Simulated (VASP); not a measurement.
Wanted: the native input for a VASP 6.6.1 run.

- Task: single point
- Functional: PBEsol
- Potentials or basis: VASP PAW PBE potentials, release 64 (Ge_d)
- Cutoff: 520 eV
- k mesh: 18 × 18 × 10
- Occupations: gaussian, width 0.15 eV
- Spin: no spin polarisation
- Dipole correction: no
- Further INCAR settings: ALGO = Normal; EDIFF = 1e-06; NBANDS = 21

The structure of Ge lies in POSCAR:

```
Ge
1.0
    1.4880529250     -2.6465834022      0.0000000000
    1.4880529250      2.6465834022      0.0000000000
    0.0000000000      0.0000000000      4.7275957900
Ge
2
Direct
    0.6665533700      0.3334466300      0.2500000000
    0.3334466300      0.6665533700      0.7500000000
```

This cell differs from its parent crystal: strain +0.0200 x Voigt [0, 1, 0, 0, 0, 0].

These files were run (other wordings do the same):

INCAR

```
PREC = Accurate
ENCUT = 520
EDIFF = 1E-6
ISMEAR = 0
SIGMA = 0.15
LREAL = F
LASPH = T
NELM = 100
ALGO = Normal
ISIF = 2
LWAVE = F
LCHARG = T
GGA = PS
LELF = T
LVHAR = T
NBANDS = 21
```

KPOINTS

```
regular mesh
0
Gamma
  18 18 10
```

Potentials or basis: VASP PAW PBE potentials, release 64 (Ge_d).

The run is started by

```sh
$ cat potpaw_PBE.64/Ge_d/POTCAR > POTCAR
$ mpirun -np 1 vasp_std > vasp.out
```

It gave:

```
Pressure               : -1.0 GPa
Largest force          : 0.016 eV/Å
Band gap on the k mesh : zero (band 14 reaches 13.07 eV, above the bottom of band 15 at 3.80 eV)
```

Caveat: the cell differs from its parent crystal (strain +0.0200 x Voigt [0, 1, 0, 0, 0, 0]); the PAW data sets were made with another functional, which shifts forces and pressure a little.

Run time: 3 min on 1 thread of AMD EPYC 9R14 (Zen 4) (shared host), peak memory 0.38 GiB.
